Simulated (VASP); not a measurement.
# ZrTi3C2 (P4/mmm) in VASP: relaxation of cell and atoms with PBE

Aim: the relaxation of cell and atoms of ZrTi3C2 with PBE.

Everything below comes from runs of VASP 6.6.1. Logs are shortened: lines on timing, memory, paths and dates and some standing lists are left out, and cuts for length are marked.

### 1 The cell of the first run

The structure is tetragonal, space group P4/mmm (No. 123). The conventional cell has a = 4.147 Å, b = 4.147 Å, c = 5.287 Å, α = 90.00°, β = 90.00°, γ = 90.00°. Within 3.9 Å of Zr (site symmetry 4/mmm) lie 12 Ti at 2.93 to 3.36 Å and 8 C at 3.53 Å. Within 2.9 Å of Ti (site symmetry mmm) lie 4 C at 2.18 Å. Within 2.6 Å of Ti (site symmetry 4/mmm) lie 2 C at 1.96 Å. C (site symmetry 4mm) has 1 C at 1.37 Å within 1.8 Å.

### 2 Relaxation of cell and atoms, PBE

INCAR reads:

```
PREC     = Accurate       # precision mode
ENCUT    = 600            # plane-wave cutoff, eV
EDIFF    = 1E-6           # SCF threshold, eV
ISMEAR   = 0              # smearing method
SIGMA    = 0.1            # smearing width, eV
LREAL    = False          # projectors in reciprocal space
LASPH    = True           # aspherical terms in the spheres
NELM     = 100            # most SCF steps
ALGO     = Normal         # electronic algorithm
ISIF     = 3              # what is computed and relaxed
LWAVE    = False          # write WAVECAR
LCHARG   = False          # write CHGCAR
GGA      = PE             # functional
IBRION   = 2              # ionic algorithm
NSW      = 100            # ionic steps
EDIFFG   = -0.01          # ionic threshold
```

KPOINTS reads:

```
Automatic mesh
0
Gamma
  10 10 8
```

POSCAR reads:

```
ZrTi3C2
1.0
    4.1467260856      0.0000000000      0.0000000000
    0.0000000000      4.1467260856      0.0000000000
    0.0000000000      0.0000000000      5.2873600721
Zr Ti C
1 3 2
Direct
    0.5000000000      0.5000000000      0.0000000000
    0.0000000000      0.5000000000      0.5000000000
    0.5000000000      0.0000000000      0.5000000000
    0.0000000000      0.0000000000      0.0000000000
    0.0000000000      0.0000000000      0.6297543079
    0.0000000000      0.0000000000      0.3702456921
```

Potentials or basis: VASP PAW PBE potentials, release 64 (Zr_sv, Ti_sv, C).

Command:

```
$ cat potpaw_PBE.64/Zr_sv/POTCAR potpaw_PBE.64/Ti_sv/POTCAR potpaw_PBE.64/C/POTCAR > POTCAR
$ mpirun -np 1 vasp_std > vasp.out
```

OUTCAR:

```text
PREC = Accurate
   ENCUT = 600
   EDIFF = 1E-6
   ISMEAR = 0
   LREAL = False
   LASPH = True
   NELM = 100
   ISIF = 3
   GGA = PE
   IBRION = 2
   NSW = 100
   EDIFFG = -0.01

 ion  position               nearest neighbor table
   1  0.500  0.500  0.000-   4 2.93   4 2.93   4 2.93   4 2.93   3 3.36   3 3.36   3 3.36   3 3.36
                             2 3.36   2 3.36   2 3.36   2 3.36
   2  0.000  0.500  0.500-   5 2.18   6 2.18   5 2.18   6 2.18   1 3.36   1 3.36   1 3.36   1 3.36

   3  0.500  0.000  0.500-   5 2.18   6 2.18   5 2.18   6 2.18   1 3.36   1 3.36   1 3.36   1 3.36

   4  0.000  0.000  0.000-   5 1.96   6 1.96   1 2.93   1 2.93   1 2.93   1 2.93
   5  0.000  0.000  0.630-   6 1.37   4 1.96   2 2.18   3 2.18   2 2.18   3 2.18
   6  0.000  0.000  0.370-   5 1.37   4 1.96   2 2.18   3 2.18   2 2.18   3 2.18

  LATTYP: Found a simple tetragonal cell.
 ALAT       =     4.1467260856
 C/A-ratio  =     1.2750685632

  Lattice vectors:

 A1 = (   4.1467260856,   0.0000000000,   0.0000000000)
 A2 = (   0.0000000000,   4.1467260856,   0.0000000000)
 A3 = (   0.0000000000,   0.0000000000,   5.2873600721)

Analysis of symmetry for initial positions (statically):
=====================================================================
 Subroutine PRICEL returns:
 Original cell was already a primitive cell.

 Routine SETGRP: Setting up the symmetry group for a
 simple tetragonal supercell.

 Subroutine GETGRP returns: Found 16 space group operations
 (whereof 16 operations were pure point group operations)
 out of a pool of 16 trial point group operations.

The static configuration has the point symmetry D_4h.

Analysis of symmetry for dynamics (positions and initial velocities):
=====================================================================
 Subroutine PRICEL returns:
 Original cell was already a primitive cell.

 Routine SETGRP: Setting up the symmetry group for a
 simple tetragonal supercell.

 Subroutine GETGRP returns: Found 16 space group operations
 (whereof 16 operations were pure point group operations)
 out of a pool of 16 trial point group operations.

The dynamic configuration has the point symmetry D_4h.

 Subroutine INISYM returns: Found 16 space group operations
 (whereof 16 operations are pure point group operations),
 and found     1 'primitive' translations

----------------------------------------------------------------------------------------

                                     Primitive cell

  volume of cell :      90.9179

  direct lattice vectors                    reciprocal lattice vectors
     4.146726086  0.000000000  0.000000000     0.241154101  0.000000000  0.000000000
     0.000000000  4.146726086  0.000000000     0.000000000  0.241154101  0.000000000
     0.000000000  0.000000000  5.287360072     0.000000000  0.000000000  0.189130301

  length of vectors
     4.146726086  4.146726086  5.287360072     0.241154101  0.241154101  0.189130301

  position of ions in fractional coordinates (direct lattice)
     0.500000000  0.500000000  0.000000000
     0.000000000  0.500000000  0.500000000
     0.500000000  0.000000000  0.500000000
     0.000000000  0.000000000  0.000000000
     0.000000000  0.000000000  0.629754308
     0.000000000  0.000000000  0.370245692

  ion indices of the primitive-cell ions
   primitive index   ion index
                 1           1
                 2           2
                 3           3
                 4           4
                 5           5
                 6           6

----------------------------------------------------------------------------------------

 KPOINTS: Automatic mesh

Automatic generation of k-mesh.
 Grid dimensions read from file:
 generate k-points for:   10   10    8

 Generating k-lattice:

  Cartesian coordinates                     Fractional coordinates (reciprocal lattice)
     0.024115410  0.000000000  0.000000000     0.100000000  0.000000000  0.000000000
     0.000000000  0.024115410  0.000000000     0.000000000  0.100000000  0.000000000
     0.000000000  0.000000000  0.023641288     0.000000000  0.000000000  0.125000000

  Length of vectors
     0.024115410  0.024115410  0.023641288

  Shift w.r.t. Gamma in fractional coordinates (k-lattice)
     0.000000000  0.000000000  0.000000000

 Subroutine IBZKPT returns following result:
 ===========================================

 Found    105 irreducible k-points:

 Following reciprocal coordinates:
            Coordinates               Weight
  0.000000  0.000000  0.000000      1.000000
  0.100000  0.000000  0.000000      4.000000
  0.200000  0.000000  0.000000      4.000000
  0.300000  0.000000  0.000000      4.000000
  0.400000  0.000000  0.000000      4.000000
  0.500000  0.000000  0.000000      2.000000
[... 16 lines left out ...]
  0.100000  0.000000  0.125000      8.000000
  0.200000  0.000000  0.125000      8.000000
 [... further k-points ...]
   k-points           NKPTS =    105   k-points in BZ     NKDIM =    105   number of bands    NBANDS=     33
   number of dos      NEDOS =    301   number of ions     NIONS =      6
   total plane-waves  NPLWV =  54432
   dimension x,y,z NGX =    36 NGY =   36 NGZ =   42
   dimension x,y,z NGXF=    72 NGYF=   72 NGZF=   84
   ions per type =               1   3   2
   NGX,Y,Z   is equivalent  to a cutoff of  14.43, 14.43, 13.21 a.u.
   NGXF,Y,Z  is equivalent  to a cutoff of  28.87, 28.87, 26.41 a.u.
 SYSTEM =  unknown system
   PREC   = accura    normal or accurate (medium, high low for compatibility)
   ISTART =      0    job   : 0-new  1-cont  2-samecut
   ICHARG =      2    charge: 1-file 2-atom 10-const
   ISPIN  =      1    spin polarized calculation?
   LNONCOLLINEAR =      F non collinear calculations
   LSORBIT =      F    spin-orbit coupling
   LASPH  =      T    aspherical Exc in radial PAW
   ENCUT  =  600.0 eV  44.10 Ry    6.64 a.u.   8.28  8.28 10.56*2*pi/ulx,y,z
   NELM   =    100;   NELMIN=  2; NELMDL= -5     # of ELM steps
   EDIFF  = 0.1E-05   stopping-criterion for ELM
   LREAL  =      F    real-space projection
   EDIFFG = -.1E-01   stopping-criterion for IOM
   NSW    =    100    number of steps for IOM
   IBRION =      2    ionic relax: 0-MD 1-quasi-New 2-CG
   NFREE  =      1    steps in history (QN), initial steepest desc. (CG)
   ISIF   =      3    stress and relaxation
   ISYM   =      2    0-nonsym 1-usesym 2-fastsym
   POTIM  = 0.5000    time-step for ionic-motion
   TEBEG  =    0.0;   TEEND  =   0.0 temperature during run
   PSTRESS=    0.0 pullay stress
   NELECT =      56.0000    total number of electrons
   NUPDOWN=      -1.0000    fix difference up-down
   EMIN   =  10.00;   EMAX   =-10.00  energy-range for DOS
   EFERMI =   0.00;   METHOD = LEGACY
   ISMEAR =     0;   SIGMA  =   0.10  broadening in eV -4-tet -1-fermi 0-gaus
   EFERMI_NEDOS =   21; number of points for ismear=-14 and -15
   IALGO  =     38    algorithm
   IMIX   =      4    mixing-type and parameters
     AMIX     =   0.40;   BMIX     =  1.00
     AMIX_MAG =   1.60;   BMIX_MAG =  1.00
  volume/ion in A,a.u.               =      15.15       102.26
  Fermi-wavevector in a.u.,A,eV,Ry     =   1.392903  2.632206 26.397747  1.940180
  Thomas-Fermi vector in A             =   2.516601
   LORBIT       =      0    0 simple, 1 ext, 2 COOP (PROOUT), +10 PAW based schemes
   GGA     = PE    functional components
   LHFCALC =     F    Hartree Fock is set to
   AEXX    =    0.0000 exact exchange contribution
   IVDW    =     0    specifies the selected vdW correction
   LEPSILON=     F    determine dielectric tensor
   LRPA    =     F    only Hartree local field effects (RPA)
 conjugate gradient relaxation of ions
 non-spin polarized calculation
 Gauss-broadening in eV      SIGMA  =   0.10
  energy-cutoff  :      600.00
  volume of cell :       90.92
 maximum number of plane-waves:      3073
 NGX is ok and might be reduce to    36
   NGX = 17   NGY = 17   NGZ = 21

--------------------------------------- Ionic step        1  -------------------------------------------

 number of electron      56.0000005 magnetization

 Free energy of the ion-electron system (eV)
  ---------------------------------------------------
  ext. energy  EPLUGINS =         0.00000000
  ---------------------------------------------------
  free energy    TOTEN  =       -51.10726808 eV

  energy without entropy =      -51.07867295  energy(sigma->0) =      -51.09297051

------------------------ aborting loop because EDIFF is reached ----------------------------------------

  FORCE on cell =-STRESS in cart. coord.  units (eV):
  Direction    XX          YY          ZZ          XY          YZ          ZX
  --------------------------------------------------------------------------------------
  -------------------------------------------------------------------------------------
  Total        0.1287767      0.1287767      0.0891018      0.0000000     -0.0000000     -0.0000000
  in kB        2.2693337      2.2693337      1.5701728      0.0000000     -0.0000000     -0.0000000
  external PRESSURE =       2.0362801 kB  Pullay stress =       0.0000000 kB
[... 145 lines left out ...]
  energy  without entropy=      -51.0788018547  energy(sigma->0) =      -51.09306969

--------------------------------------- Ionic step        5  -------------------------------------------

 number of electron      56.0000005 magnetization

 Free energy of the ion-electron system (eV)
  ---------------------------------------------------
  ext. energy  EPLUGINS =         0.00000000
  ---------------------------------------------------
  free energy    TOTEN  =       -51.10736069 eV

  energy without entropy =      -51.07878127  energy(sigma->0) =      -51.09307098

 E-fermi :   7.9787     XC(G=0): -11.3325

 val. band max:        7.9761381877   @ k =   0.4000   0.0000   0.1250
 cond. band min:       7.9807985482   @ k =   0.3000   0.1000   0.1250
 fundamental gap:      0.0046603605
 Fermi energy:         7.9786916993

 k-point     1 :       0.0000    0.0000    0.0000
  band No.  band energies     occupation
      1     -48.9609      2.00000
      2     -48.8817      2.00000
      3     -48.5144      2.00000
      4     -41.0204      2.00000
      5     -25.3674      2.00000
      6     -25.3674      2.00000
[... 853 lines left out ...]
     32       9.7606      0.00000
     33      10.1092      0.00000

 [... further k-points ...]
[... 5 lines left out ...]
  --------------------------------------------------------------------------------------
  -------------------------------------------------------------------------------------
  Total        0.0067599      0.0067599     -0.0177861      0.0000000     -0.0000000      0.0000000
  in kB        0.1189552      0.1189552     -0.3129833      0.0000000     -0.0000000      0.0000000
  external PRESSURE =      -0.0250243 kB  Pullay stress =       0.0000000 kB
[... 21 lines left out ...]
  FREE ENERGIE OF THE ION-ELECTRON SYSTEM (eV)
  ---------------------------------------------------
  free  energy   TOTEN  =       -51.1073606912 eV

  energy  without entropy=      -51.0787812748  energy(sigma->0) =      -51.09307098

 reached required accuracy - stopping structural energy minimisation
```

Run time: 12 min. Hardware: 1 thread of Intel Xeon 6975P-C (Granite Rapids), shared host; peak memory 0.5 GiB.

What came out:

* Free energy: -51.1074 eV
* Relaxed volume: 15.17 Å³/atom
* Relaxed cell: a = 4.149 Å, b = 4.149 Å, c = 5.289 Å, α = 90.00°, β = 90.00°, γ = 90.00°
* Space group after relaxing (to 0.05 Å): P4/mmm (No. 123)
* Energy gained by relaxing: 0.0 meV/atom
* Ionic steps: 5
* Pressure after relaxing: 0.0 GPa
* Largest force after relaxing: 0.004 eV/Å
* Band gap on the k mesh: zero (band 28 reaches 8.31 eV, above the bottom of band 29 at 7.73 eV)

Forces in eV/Å, atoms in the order of the input:
```
Zr   0.000  0.000  0.000
Ti   0.000  0.000  0.000
Ti   0.000  0.000  0.000
Ti   0.000  0.000  0.000
C    0.000  0.000  0.004
C    0.000  0.000 -0.004
```

Final structure:
```xyz
6
Lattice="4.1492 0.0000 0.0000 0.0000 4.1492 0.0000 0.0000 0.0000 5.2887" Properties=species:S:1:pos:R:3 pbc="T T T"
Zr    2.0746    2.0746    0.0000
Ti    0.0000    2.0746    2.6443
Ti    2.0746    0.0000    2.6443
Ti    0.0000    0.0000    0.0000
C     0.0000    0.0000    3.3306
C     0.0000    0.0000    1.9581
```
